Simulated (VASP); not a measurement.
Set up this calculation in VASP 6.6.1, as the native input.

- Task: single point
- Functional: PBE
- Potentials or basis: VASP PAW PBE potentials, release 64 (La)
- Cutoff: 520 eV
- k mesh: 16 × 16 × 16
- Occupations: fermi-dirac, width 0.05 eV
- Spin: no spin polarisation
- Dipole correction: no
- Further INCAR settings: ALGO = Normal; EDIFF = 1e-07; NBANDS = 12

The structure of La lies in POSCAR:

```
La
1.0
   -1.6618573349      1.6618573349      1.6618573349
    1.6618573349     -1.6618573349      1.6618573349
    1.6618573349      1.6618573349     -1.6618573349
La
1
Direct
    0.0000000000      0.0000000000      0.0000000000
```

One way to write it, as run:

INCAR

```
  ALGO = Normal
  EDIFF = 1E-7
  ENCUT = 520
  GGA = PE
  ISIF = 2
  ISMEAR = -1
  LASPH = T
  LCHARG = F
  LREAL = F
  LWAVE = F
  NBANDS = 12
  NELM = 60
  PREC = Accurate
  SIGMA = 0.05
```

KPOINTS

```
k-points
0
Gamma
  16 16 16
```

Potentials or basis: VASP PAW PBE potentials, release 64 (La).

Command:

```bash
$ cat potpaw_PBE.64/La/POTCAR > POTCAR
$ mpirun -np 1 vasp_std > vasp.out
```

Results of the run:

| Property | Result |
| --- | --- |
| Pressure | 65.0 GPa |

Run time: 14 s on 1 thread of Intel(R) Xeon(R) 6975P-C (Granite Rapids), with other jobs on the host, peak memory 0.17 GiB.
